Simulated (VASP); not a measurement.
W: single point with PBE

Crystal: W.

```xyz
1
Lattice="-1.5919 1.5919 1.5919 1.5919 -1.5919 1.5919 1.5919 1.5919 -1.5919" Properties=species:S:1:pos:R:3 pbc="T T T"
W     0.0000    0.0000    0.0000
```

```yaml
Program: VASP 6.6.1
Task: single point
Functional: PBE
Potentials_or_basis: VASP PAW PBE potentials, release 64 (W_sv)
Cutoff: 520 eV
k_mesh: 24 × 24 × 24
Occupations: gaussian, width 0.1 eV
Spin: no spin polarisation
Dipole_correction: no
Further_INCAR_settings: ALGO = Normal; EDIFF = 1e-06; NBANDS = 13
```

The pressure is 0.5 GPa and the band gap on the k mesh is zero (bands 7 and 8 overlap by 6.24 eV).

Levels at points of the mesh, in eV from the Fermi level:
| k point | band 3 | band 4 | band 5 | band 6 | band 7 | band 8 | band 9 | band 10 | band 11 | band 12 |
| --- | --- | --- | --- | --- | --- | --- | --- | --- | --- | --- |
| (0.00, 0.00, 0.00) | -37.83 | -37.83 | -9.57 | -1.24 | -1.24 | -1.24 | 2.18 | 2.18 | 14.44 | 14.44 |
| (0.50, 0.00, 0.00) | -38.23 | -37.84 | -6.20 | -3.52 | 0.58 | 2.07 | 3.02 | 5.96 | 10.76 | 11.41 |
| (0.50, 0.50, 0.50) | -38.68 | -38.68 | -5.73 | -5.73 | 5.00 | 5.00 | 5.00 | 8.07 | 8.07 | 8.07 |

Run time: 24 s on 1 thread of Intel(R) Xeon(R) 6975P-C (Granite Rapids), on a shared host, peak memory 0.21 GiB.

Caveat: spin-orbit coupling is left out, which moves the levels of the heavy elements.
